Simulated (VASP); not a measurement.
TaN, 2 atoms in the cell. The structure is hexagonal, space group P-6m2 (No. 187). The conventional cell has a = 2.938 Å, b = 2.938 Å, c = 2.883 Å, α = 90.00°, β = 90.00°, γ = 120.00°. Ta (site symmetry -6m2) has 6 N at 2.23 Å and 2 Ta at 2.88 Å within 2.9 Å. N (site symmetry -6m2) has 6 Ta at 2.23 Å and 2 N at 2.88 Å within 2.9 Å. 

```yaml
Program: VASP 6.6.1
Task: single point
Functional: PBE-based screened hybrid
Potentials_or_basis: VASP PAW PBE potentials, release 64 (Ta_pv, N)
Cutoff: 520 eV
k_mesh: 5 × 5 × 5
Occupations: fermi-dirac, width 0.05 eV
Spin: no spin polarisation
Dipole_correction: no
Grid_for_exact_exchange_PRECFOCK: Normal
Share_of_exact_exchange: 0.5
Further_INCAR_settings: ALGO = Normal; EDIFF = 1e-07; NBANDS = 15
Screening_parameter: 0.2 1/Å
```

Potentials or basis: VASP PAW PBE potentials, release 64 (Ta_pv, N).

The run is started by

```sh
$ cat potpaw_PBE.64/Ta_pv/POTCAR potpaw_PBE.64/N/POTCAR > POTCAR
$ cp INCAR.step1 INCAR
$ mpirun -np 1 vasp_std > vasp.out
$ cp INCAR.step2 INCAR
$ mpirun -np 1 vasp_std > vasp.out
```

Hardware: 1 thread of Intel(R) Xeon(R) Platinum 8488C (Sapphire Rapids), on a shared host.

Question: How long does it take, and how much memory?

Answer: Wall time 12 min on 1 thread of Intel(R) Xeon(R) Platinum 8488C (Sapphire Rapids) (shared host), peak memory 0.26 GiB. Counts: k points 15.
